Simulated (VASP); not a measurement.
Runs of VASP 6.6.1 on KMgF3. The structure is that of space group Pm-3m (No. 221), or close to it. The cells are those of the table. 

```tsv
cell	cutoff (eV)	gap on the mesh (eV)	pressure (GPa)
a = 3.872, b = 4.021, c = 4.021 Å, 5 atoms	600	7.20	0.9
a = 3.991 Å, angles 90.0, 89.1, 90.0°, 5 atoms	520	7.09	-0.4
a = 3.991, b = 3.991, c = 3.993 Å, angles 90.0, 88.3, 90.0°, 5 atoms	520	7.08	-0.4
a = 3.991 Å, 5 atoms	520	7.09	-0.4
a = 3.991 Å, 5 atoms	600	7.09	(a)
a = 3.812, b = 4.035, c = 4.035 Å, 5 atoms	600	7.25	(c)
a = 4.051, b = 3.978, c = 3.978 Å, 5 atoms	600	(b)	-1.0
```

Alike in all rows: task single point; level PBEsol; potentials or basis VASP PAW PBE potentials, release 64 (K_sv, Mg, F); no spin polarisation; k mesh 6 × 6 × 6; smearing gaussian 0.02 eV.

**Question.** Estimate the missing entries.

**Answer.** (a) -0.5; (b) 7.02; (c) 1.8.

Caveats: the PAW data sets were made with another functional, which shifts forces and pressure a little; the stress differs along the axes, from -0 to 6 GPa (at least some runs).

A k mesh can miss the band edges.
